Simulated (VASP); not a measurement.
# HfC in VASP: further runs

The runs below take HfC through single point, with PBE.

Everything below comes from runs of VASP 6.6.1. Logs are shortened: lines on timing, memory, paths and dates and some standing lists are left out, and cuts for length are marked.

### Step 1. The cell of the first run

The cell holds a slab with vacuum, 6 atoms: a = 3.289 Å, b = 3.289 Å, c = 18.651 Å, α = 90.00°, β = 90.00°, γ = 90.00°.

### Step 2. Single point, PBE

Contents of INCAR:

```
PREC = Accurate
ENCUT = 520
EDIFF = 1E-6
ISMEAR = 0
SIGMA = 0.1
LREAL = False
LASPH = True
NELM = 60
ALGO = Normal
ISIF = 2
LWAVE = False
LCHARG = True
LDIPOL = True
IDIPOL = 3
DIPOL = 0.5 0.5 0.497
GGA = PE
LELF = True
LVHAR = True
LVACPOTAV = True
NBANDS = 30
```

Contents of KPOINTS:

```
Automatic mesh
0
Gamma
  9 9 1
```

Contents of POSCAR:

```
HfC
1.0
    3.2891025570      0.0000000000      0.0000000000
    0.0000000000      3.2891025570      0.0000000000
    0.0000000000      0.0000000000     18.6514934442
Hf C
3 3
Direct
    0.0000000000      0.0000000000      0.3753050672
    0.5000000000      0.5000000000      0.4967598479
    0.0000000000      0.0000000000      0.6165000245
    0.5000000000      0.5000000000      0.3753050672
    0.0000000000      0.0000000000      0.4963056713
    0.5000000000      0.5000000000      0.6210833621
```

Potentials or basis: VASP PAW PBE potentials, release 64 (Hf_pv, C).

Run with:

```console
$ cat potpaw_PBE.64/Hf_pv/POTCAR potpaw_PBE.64/C/POTCAR > POTCAR
$ mpirun -np 1 vasp_std > vasp.out
```

OUTCAR:

```text
PREC = Accurate
   ENCUT = 520
   EDIFF = 1E-6
   ISMEAR = 0
   LREAL = False
   LASPH = True
   NELM = 60
   ISIF = 2
   GGA = PE

 ion  position               nearest neighbor table
   1  0.000  0.000  0.375-   5 2.26   4 2.33   4 2.33   4 2.33   4 2.33   2 3.25   2 3.25   2 3.25
                             2 3.25
   2  0.500  0.500  0.497-   4 2.27   6 2.32   5 2.33   5 2.33   5 2.33   5 2.33   3 3.22   3 3.22
                             3 3.22   3 3.22   1 3.25   1 3.25   1 3.25   1 3.25
   3  0.000  0.000  0.617-   5 2.24   6 2.33   6 2.33   6 2.33   6 2.33   2 3.22   2 3.22   2 3.22
                             2 3.22
   4  0.500  0.500  0.375-   2 2.27   1 2.33   1 2.33   1 2.33   1 2.33
   5  0.000  0.000  0.496-   3 2.24   1 2.26   2 2.33   2 2.33   2 2.33   2 2.33
   6  0.500  0.500  0.621-   2 2.32   3 2.33   3 2.33   3 2.33   3 2.33

  LATTYP: Found a simple tetragonal cell.
 ALAT       =     3.2891025570
 C/A-ratio  =     5.6706937899

  Lattice vectors:

 A1 = (   3.2891025570,   0.0000000000,   0.0000000000)
 A2 = (   0.0000000000,   3.2891025570,   0.0000000000)
 A3 = (   0.0000000000,   0.0000000000,  18.6514934442)

Analysis of symmetry for initial positions (statically):
=====================================================================
 Subroutine PRICEL returns:
 Original cell was already a primitive cell.

 Routine SETGRP: Setting up the symmetry group for a
 simple tetragonal supercell.

 Subroutine GETGRP returns: Found  8 space group operations
 (whereof  8 operations were pure point group operations)
 out of a pool of 16 trial point group operations.

The static configuration has the point symmetry C_4v.

Analysis of symmetry for dynamics (positions and initial velocities):
=====================================================================
 Subroutine PRICEL returns:
 Original cell was already a primitive cell.

 Routine SETGRP: Setting up the symmetry group for a
 simple tetragonal supercell.

 Subroutine GETGRP returns: Found  8 space group operations
 (whereof  8 operations were pure point group operations)
 out of a pool of 16 trial point group operations.

The dynamic configuration has the point symmetry C_4v.

 Subroutine INISYM returns: Found  8 space group operations
 (whereof  8 operations are pure point group operations),
 and found     1 'primitive' translations

----------------------------------------------------------------------------------------

                                     Primitive cell

  volume of cell :     201.7755

  direct lattice vectors                    reciprocal lattice vectors
     3.289102557  0.000000000  0.000000000     0.304034302  0.000000000  0.000000000
     0.000000000  3.289102557  0.000000000     0.000000000  0.304034302  0.000000000
     0.000000000  0.000000000 18.651493444     0.000000000  0.000000000  0.053615010

  length of vectors
     3.289102557  3.289102557 18.651493444     0.304034302  0.304034302  0.053615010

  position of ions in fractional coordinates (direct lattice)
     0.000000000  0.000000000  0.375305067
     0.500000000  0.500000000  0.496759848
     0.000000000  0.000000000  0.616500024
     0.500000000  0.500000000  0.375305067
     0.000000000  0.000000000  0.496305671
     0.500000000  0.500000000  0.621083362

  ion indices of the primitive-cell ions
   primitive index   ion index
                 1           1
                 2           2
                 3           3
                 4           4
                 5           5
                 6           6

----------------------------------------------------------------------------------------

 KPOINTS: Automatic mesh

Automatic generation of k-mesh.
 Grid dimensions read from file:
 generate k-points for:    9    9    1

 Generating k-lattice:

  Cartesian coordinates                     Fractional coordinates (reciprocal lattice)
     0.033781589  0.000000000  0.000000000     0.111111111  0.000000000  0.000000000
     0.000000000  0.033781589  0.000000000     0.000000000  0.111111111  0.000000000
     0.000000000  0.000000000  0.053615010     0.000000000  0.000000000  1.000000000

  Length of vectors
     0.033781589  0.033781589  0.053615010

  Shift w.r.t. Gamma in fractional coordinates (k-lattice)
     0.000000000  0.000000000  0.000000000

 Subroutine IBZKPT returns following result:
 ===========================================

 Found     15 irreducible k-points:

 Following reciprocal coordinates:
            Coordinates               Weight
  0.000000  0.000000  0.000000      1.000000
  0.111111  0.000000  0.000000      4.000000
  0.222222  0.000000  0.000000      4.000000
  0.333333  0.000000  0.000000      4.000000
  0.444444  0.000000  0.000000      4.000000
  0.111111  0.111111  0.000000      4.000000
  0.222222  0.111111  0.000000      8.000000
  0.333333  0.111111  0.000000      8.000000
  0.444444  0.111111  0.000000      8.000000
  0.222222  0.222222  0.000000      4.000000
  0.333333  0.222222  0.000000      8.000000
  0.444444  0.222222  0.000000      8.000000
  0.333333  0.333333  0.000000      4.000000
  0.444444  0.333333  0.000000      8.000000
  0.444444  0.444444  0.000000      4.000000
   k-points           NKPTS =     15   k-points in BZ     NKDIM =     15   number of bands    NBANDS=     30
   number of dos      NEDOS =    301   number of ions     NIONS =      6
   total plane-waves  NPLWV =  80640
   dimension x,y,z NGX =    24 NGY =   24 NGZ =  140
   dimension x,y,z NGXF=    48 NGYF=   48 NGZF=  280
   ions per type =               3   3
   NGX,Y,Z   is equivalent  to a cutoff of  12.13, 12.13, 12.48 a.u.
   NGXF,Y,Z  is equivalent  to a cutoff of  24.26, 24.26, 24.96 a.u.
 SYSTEM =  unknown system
   PREC   = accura    normal or accurate (medium, high low for compatibility)
   ISTART =      0    job   : 0-new  1-cont  2-samecut
   ICHARG =      2    charge: 1-file 2-atom 10-const
   ISPIN  =      1    spin polarized calculation?
   LNONCOLLINEAR =      F non collinear calculations
   LSORBIT =      F    spin-orbit coupling
   LASPH  =      T    aspherical Exc in radial PAW
   ENCUT  =  520.0 eV  38.22 Ry    6.18 a.u.   6.12  6.12 34.68*2*pi/ulx,y,z
   NELM   =     60;   NELMIN=  2; NELMDL= -5     # of ELM steps
   EDIFF  = 0.1E-05   stopping-criterion for ELM
   LREAL  =      F    real-space projection
   EDIFFG = 0.1E-04   stopping-criterion for IOM
   NSW    =      0    number of steps for IOM
   IBRION =     -1    ionic relax: 0-MD 1-quasi-New 2-CG
   NFREE  =      0    steps in history (QN), initial steepest desc. (CG)
   ISIF   =      2    stress and relaxation
   ISYM   =      2    0-nonsym 1-usesym 2-fastsym
   POTIM  = 0.5000    time-step for ionic-motion
   TEBEG  =    0.0;   TEEND  =   0.0 temperature during run
   PSTRESS=    0.0 pullay stress
   NELECT =      42.0000    total number of electrons
   NUPDOWN=      -1.0000    fix difference up-down
   EMIN   =  10.00;   EMAX   =-10.00  energy-range for DOS
   EFERMI =   0.00;   METHOD = LEGACY
   ISMEAR =     0;   SIGMA  =   0.10  broadening in eV -4-tet -1-fermi 0-gaus
   EFERMI_NEDOS =   21; number of points for ismear=-14 and -15
   IALGO  =     38    algorithm
   IMIX   =      4    mixing-type and parameters
     AMIX     =   0.40;   BMIX     =  1.00
     AMIX_MAG =   1.60;   BMIX_MAG =  1.00
  volume/ion in A,a.u.               =      33.63       226.94
  Fermi-wavevector in a.u.,A,eV,Ry     =   0.970216  1.833442 12.807425  0.941319
  Thomas-Fermi vector in A             =   2.100333
   LORBIT       =      0    0 simple, 1 ext, 2 COOP (PROOUT), +10 PAW based schemes
   GGA     = PE    functional components
   LHFCALC =     F    Hartree Fock is set to
   AEXX    =    0.0000 exact exchange contribution
   IVDW    =     0    specifies the selected vdW correction
   LEPSILON=     F    determine dielectric tensor
   LRPA    =     F    only Hartree local field effects (RPA)
 non-spin polarized calculation
 Gauss-broadening in eV      SIGMA  =   0.10
  energy-cutoff  :      520.00
  volume of cell :      201.78
 maximum number of plane-waves:      5476
   NGX = 13   NGY = 13   NGZ = 69

 dipolmoment           0.000000      0.000000     -0.044236 electrons x Angstroem

 number of electron      42.0000009 magnetization

 dipolmoment           0.000000      0.000000      0.016222 electrons x Angstroem

 Free energy of the ion-electron system (eV)
  ---------------------------------------------------
  ext. energy  EPLUGINS =         0.00000000
  ---------------------------------------------------
  free energy    TOTEN  =       -60.72210326 eV

  energy without entropy =      -60.71543032  energy(sigma->0) =      -60.71876679

 E-fermi :   0.0066     XC(G=0):  -5.5345

 val. band max:       -0.0918724821   @ k =   0.4444   0.4444   0.0000
 cond. band min:       0.0179437944   @ k =   0.0000   0.0000   0.0000
 fundamental gap:      0.1098162765
 Fermi energy:         0.0065917869

 k-point     1 :       0.0000    0.0000    0.0000
  band No.  band energies     occupation
      1     -30.5069      2.00000
      2     -30.3762      2.00000
      3     -29.9914      2.00000
      4     -29.9914      2.00000
      5     -29.8825      2.00000
      6     -29.8825      2.00000
[... 22 lines left out ...]
     29       3.4699      0.00000
     30       3.5280      0.00000

 k-point     2 :       0.1111    0.0000    0.0000
  band No.  band energies     occupation
      1     -30.4992      2.00000
      2     -30.3796      2.00000
      3     -30.0370      2.00000
      4     -29.9835      2.00000
      5     -29.9487      2.00000
      6     -29.8753      2.00000
[... 22 lines left out ...]
     29       3.7078      0.00000
     30       4.0723      0.00000

 k-point     3 :       0.2222    0.0000    0.0000
  band No.  band energies     occupation
      1     -30.4856      2.00000
      2     -30.3876      2.00000
      3     -30.1509      2.00000
      4     -30.0552      2.00000
      5     -29.9636      2.00000
      6     -29.8558      2.00000
[... 385 lines left out ...]
     29       5.7157      0.00000
     30       6.0434      0.00000

 k-point    15 :       0.4444    0.4444    0.0000
  band No.  band energies     occupation
      1     -30.3986      2.00000
      2     -30.3061      2.00000
      3     -30.3014      2.00000
      4     -30.2708      2.00000
      5     -30.1800      2.00000
      6     -30.1751      2.00000
[... 22 lines left out ...]
     29       5.6275      0.00000
     30       6.4514      0.00000

------------------------ aborting loop because EDIFF is reached ----------------------------------------

  FORCE on cell =-STRESS in cart. coord.  units (eV):
  Direction    XX          YY          ZZ          XY          YZ          ZX
  --------------------------------------------------------------------------------------
  -------------------------------------------------------------------------------------
  Total       -4.2027448     -4.2027448     -0.4542964      0.0000000     -0.0000000      0.0000000
  in kB      -33.3714559    -33.3714559     -3.6072932      0.0000000     -0.0000000      0.0000000
  external PRESSURE =     -23.4500683 kB  Pullay stress =       0.0000000 kB

 VOLUME and BASIS-vectors are now :
 -----------------------------------------------------------------------------
  energy-cutoff  :      520.00
  volume of cell :      201.78
      direct lattice vectors                 reciprocal lattice vectors
     3.289102557  0.000000000  0.000000000     0.304034302  0.000000000  0.000000000
     0.000000000  3.289102557  0.000000000     0.000000000  0.304034302  0.000000000
     0.000000000  0.000000000 18.651493444     0.000000000  0.000000000  0.053615010

 POSITION                                       TOTAL-FORCE (eV/Angst)
 -----------------------------------------------------------------------------------
      0.00000      0.00000      7.00000         0.000000     -0.000000      0.776293
      1.64455      1.64455      9.26531         0.000000      0.000000     -0.006395
      0.00000      0.00000     11.49865        -0.000000     -0.000000     -0.046146
      1.64455      1.64455      7.00000         0.000000     -0.000000     -0.677133
      0.00000      0.00000      9.25684         0.000000     -0.000000     -0.001165
      1.64455      1.64455     11.58413         0.000000     -0.000000     -0.045455
 -----------------------------------------------------------------------------------
    total drift:                                0.000000     -0.000000      0.000010

  FREE ENERGIE OF THE ION-ELECTRON SYSTEM (eV)
  ---------------------------------------------------
  free  energy   TOTEN  =       -60.7221032630 eV

  energy  without entropy=      -60.7154303199  energy(sigma->0) =      -60.71876679

 vacuum level on the upper side and lower side of the slab         3.802         3.530
```

Run time: 94 s. Hardware: 1 thread of AMD EPYC 9R45 (Zen 5), shared host; peak memory 0.27 GiB.

Results:

```
Free energy            : -60.7221 eV
Largest force          : 0.776 eV/Å
Band gap on the k mesh : zero (band 21 reaches 0.11 eV, above the bottom of band 22 at -0.09 eV)
```

Forces in eV/Å, atoms in the order of the input:
```
Hf   0.000  0.000  0.776
Hf   0.000  0.000 -0.006
Hf   0.000  0.000 -0.046
C    0.000  0.000 -0.677
C    0.000  0.000 -0.001
C    0.000  0.000 -0.045
```

Caveat: spin-orbit coupling is left out, which moves the levels of the heavy elements.

(Continued in part 2 of 2.)
